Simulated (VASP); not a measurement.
# SnO in VASP: a series of runs, part 2 of 2

VASP 6.6.1.

### 3 Single point, PBE+D3(BJ) (strain along y +0.050, then relaxed in part)

File INCAR:

```
SYSTEM = SnO
PREC = Accurate
ENCUT = 520
EDIFF = 1E-6
ISMEAR = 0
SIGMA = 0.02
LREAL = .False.
LASPH = .True.
NELM = 100
ALGO = Normal
ISIF = 2
LWAVE = .False.
LCHARG = .True.
LDIPOL = .True.
IDIPOL = 3
DIPOL = 0.5 0.5 0.500
GGA = PE
IVDW = 12
LELF = .True.
LVHAR = .True.
LVACPOTAV = .True.
NBANDS = 28
```

File KPOINTS:

```
regular mesh
0
Gamma
  6 6 1
  0 0 0
```

File POSCAR:

```
SnO
1.0
    3.8206509064      0.0000053187      0.0000000000
   -0.0000055846      4.0116834517      0.0000000000
    0.0000000000      0.0000000000     30.6344298628
Sn O
2 2
Direct
    0.9998506634      0.9998506634      0.4624778922
    0.4998506635      0.4998506634      0.5375221078
    0.9998506634      0.4998506634      0.4984467912
    0.4998506634      0.9998506634      0.5015532088
```

Potentials or basis: VASP PAW PBE potentials, release 64 (Sn_d, O).

On the command line:

```bash
cat potpaw_PBE.64/Sn_d/POTCAR potpaw_PBE.64/O/POTCAR > POTCAR
mpirun -np 1 vasp_std > vasp.out
```

OUTCAR:

```text
SYSTEM = SnO
   PREC = Accurate
   ENCUT = 520
   EDIFF = 1E-6
   ISMEAR = 0
   LREAL = .False.
   LASPH = .True.
   NELM = 100
   ISIF = 2
   GGA = PE
   IVDW = 12
 IVDW          = 12

 ion  position               nearest neighbor table
   1  1.000  1.000  0.462-   4 2.25   4 2.25   3 2.29   3 2.29   2 3.60   2 3.60   2 3.60   2 3.60

   2  0.500  0.500  0.538-   3 2.25   3 2.25   4 2.29   4 2.29   1 3.60   1 3.60   1 3.60   1 3.60

[... 699 lines left out ...]
  Direction    XX          YY          ZZ          XY          YZ          ZX
  --------------------------------------------------------------------------------------
  -------------------------------------------------------------------------------------
  Total      -1.48067    -1.48181     0.11230     0.00000     0.00000     0.00000
  in kB      -5.05238    -5.05626     0.38320     0.00000     0.00000     0.00000
  external pressure =       -3.24 kB  Pullay stress =        0.00 kB

 VOLUME and BASIS-vectors are now :
 -----------------------------------------------------------------------------
  energy-cutoff  :      520.00
  volume of cell :      469.54
      direct lattice vectors                 reciprocal lattice vectors
     3.820650906  0.000005319  0.000000000     0.261735506  0.000000364  0.000000000
    -0.000005585  4.011683452  0.000000000    -0.000000347  0.249271911  0.000000000
     0.000000000  0.000000000 30.634429863     0.000000000  0.000000000  0.032643010

 POSITION                                       TOTAL-FORCE (eV/Angst)
 -----------------------------------------------------------------------------------
      3.82007      4.01109     14.16775        -0.000000      0.000000     -0.077970
      1.90975      2.00525     16.46668        -0.000000      0.000000      0.077970
      3.82008      2.00525     15.26963         0.000000      0.000000     -0.007474
      1.90975      4.01109     15.36480         0.000000      0.000000      0.007474
 -----------------------------------------------------------------------------------
    total drift:                               -0.000003      0.000005     -0.000001

  FREE ENERGIE OF THE ION-ELECTRON SYSTEM (eV)
  ---------------------------------------------------
  free  energy   TOTEN  =       -23.0902708984 eV

  energy  without entropy=      -23.0902708984  energy(sigma->0) =      -23.09027090

 vacuum level on the upper side and lower side of the slab         1.693         1.693
```

OSZICAR:

```text
N       E                     dE             d eps       ncg     rms          rms(c)
DAV:   1     0.324515898986E+03    0.32452E+03   -0.17598E+04  1112   0.113E+03
DAV:   2     0.365961963824E+02   -0.28792E+03   -0.27967E+03  1096   0.269E+02
DAV:   3    -0.243032483858E+02   -0.60899E+02   -0.60365E+02  1264   0.135E+02
DAV:   4    -0.267072115626E+02   -0.24040E+01   -0.23920E+01  1100   0.292E+01
[... 14 lines left out ...]
DAV:  19    -0.225668331975E+02   -0.76270E-05   -0.47997E-07   860   0.374E-03    0.163E-03
DAV:  20    -0.225668400175E+02   -0.68199E-05   -0.28228E-07   780   0.395E-03    0.720E-04
DAV:  21    -0.225668416975E+02   -0.16801E-05   -0.84591E-08   816   0.149E-03    0.272E-04
DAV:  22    -0.225668436369E+02   -0.19394E-05   -0.63228E-08   804   0.124E-03    0.478E-04
DAV:  23    -0.225668444580E+02   -0.82110E-06   -0.16174E-08   820   0.109E-03
   1 F= -.23090271E+02 E0= -.23090271E+02  d E =-.923150E-14
```

It took 7.8 min on 1 thread of Intel Xeon 8259CL, shared host; peak memory 0.56 GiB.

What came out:

| Property | Result |
| --- | --- |
| Free energy | -23.0903 eV |
| Largest force | 0.078 eV/Å |
| Band gap on the k mesh | 2.73 eV (least direct gap 2.77 eV) |
| Dispersion energy per atom | -0.131 eV |

Forces in eV/Å, atoms in the order of the input:
```
Sn   0.000  0.000 -0.078
Sn   0.000  0.000  0.078
O    0.000  0.000 -0.007
O    0.000  0.000  0.007
```

Levels at points of the mesh, in eV from the valence-band top:
| k point | band 16 | band 17 | band 18 | band 19 | band 20 | band 21 | band 22 | band 23 | band 24 | band 25 |
| --- | --- | --- | --- | --- | --- | --- | --- | --- | --- | --- |
| (0.00, 0.00, 0.00) | -3.79 | -2.08 | -1.89 | -1.84 | -0.03 | 2.73 | 2.77 | 5.07 | 5.11 | 5.16 |
| (0.50, 0.00, 0.00) | -3.73 | -3.45 | -3.45 | -0.50 | -0.50 | 3.18 | 3.18 | 5.47 | 5.47 | 6.82 |
| (0.00, 0.50, 0.00) | -3.52 | -3.30 | -3.30 | -0.61 | -0.61 | 3.26 | 3.26 | 5.27 | 5.27 | 7.02 |
| (0.50, 0.50, 0.00) | -3.72 | -1.25 | -1.25 | -0.75 | -0.75 | 3.02 | 3.02 | 5.17 | 5.17 | 6.54 |

Caveat: the cell differs from its parent crystal (strain along y +0.050, then relaxed in part); spin-orbit coupling is left out, which moves the levels of the heavy elements.

### 4 Relaxation of the atoms, PBE+D3(BJ) (biaxial strain -0.020)

File INCAR:

```
SYSTEM = SnO
  ALGO = Normal
  DIPOL = 0.5 0.5 0.500
  EDIFF = 1E-7
  EDIFFG = -0.01
  ENCUT = 520
  GGA = PE
  IBRION = 2
  IDIPOL = 3
  ISIF = 2
  ISMEAR = 0
  IVDW = 12
  LASPH = .True.
  LCHARG = .False.
  LDIPOL = .True.
  LREAL = .False.
  LWAVE = .False.
  NELM = 80
  NSW = 60
  PREC = Accurate
  SIGMA = 0.02
```

File KPOINTS:

```
k-points
0
Gamma
  6 6 1
  0 0 0
```

File POSCAR:

```
SnO
1.0
    3.7442378858      0.0000052838      0.0000000000
   -0.0000051233      3.7442378858      0.0000000000
    0.0000000000      0.0000000000     30.6344298968
Sn O
2 2
Direct
    0.9998505288      0.9998505288      0.4614165615
    0.4998494254      0.4998494254      0.5385847816
    0.9998515282      0.4998510770      0.5000006575
    0.4998510770      0.9998515282      0.5000006575
```

On the command line:

```bash
cat potpaw_PBE.64/Sn_d/POTCAR potpaw_PBE.64/O/POTCAR > POTCAR
mpirun -np 1 vasp_std > vasp.out
```

Run time: 6.7 min. Hardware: 1 thread of Oxide Virtual Turin-like, shared host; peak memory 0.49 GiB.

Results (log left out):

```
Free energy                : -23.0964 eV
Energy gained by relaxing  : 4.1 meV/atom
Ionic steps                : 3
Band gap on the k mesh     : 3.15 eV (least direct gap 3.29 eV)
Dispersion energy per atom : -0.142 eV
```

The path:
| step | energy change (eV) | largest force (eV/Å) | pressure (GPa) |
| --- | --- | --- | --- |
| 1 | 0.0000 | 0.5723 | 0.69 |
| 2 | -0.0162 | 0.0195 | 0.36 |
| 3 | -0.0162 | 0.0008 | 0.35 |

Final structure:
```
Sn O
1.0
     3.74424    0.00001    0.00000
    -0.00001    3.74424    0.00000
     0.00000    0.00000   30.63443
Sn O
2 2
Direct
  0.99985 0.99985 0.46048
  0.49985 0.49985 0.53952
  0.99985 0.49985 0.50000
  0.49985 0.99985 0.50000
```

Levels at points of the mesh, in eV from the valence-band top:
| k point | band 17 | band 18 | band 19 | band 20 | band 21 | band 22 | band 23 | band 24 |
| --- | --- | --- | --- | --- | --- | --- | --- | --- |
| (0.00, 0.00, 0.00) | -2.04 | -1.45 | -1.45 | -0.09 | 3.38 | 3.57 | 5.34 | 5.44 |
| (0.50, 0.00, 0.00) | -3.18 | -3.18 | -0.50 | -0.50 | 3.18 | 3.18 | 6.14 | 6.14 |
| (0.50, 0.50, 0.00) | -0.80 | -0.80 | -0.56 | -0.56 | 3.16 | 3.16 | 5.28 | 5.28 |

Caveat: the cell differs from its parent crystal (biaxial strain -0.020); spin-orbit coupling is left out, which moves the levels of the heavy elements.

### 5 The runs side by side

| task | cell | gap on the mesh (eV) |
| --- | --- | --- |
| relaxation of the atoms | atoms relaxed from a = 3.668, b = 3.668, c = 30.634 Å, 4 atoms, atomic positions A | 3.14 |
| single point | a = 3.821, b = 4.012, c = 30.634 Å, 4 atoms, atomic positions B | 2.73 |
| relaxation of the atoms | atoms relaxed from a = 3.744, b = 3.744, c = 30.634 Å, 4 atoms, atomic positions A | 3.15 |

Alike in all rows: level PBE+D3(BJ); potentials or basis VASP PAW PBE potentials, release 64 (Sn_d, O); no spin polarisation; k mesh 6 × 6 × 1; cutoff (eV) 520; smearing gaussian 0.02 eV.

Caveats: spin-orbit coupling is left out, which moves the levels of the heavy elements.

Absolute energies hang on the potentials; compare differences alone.
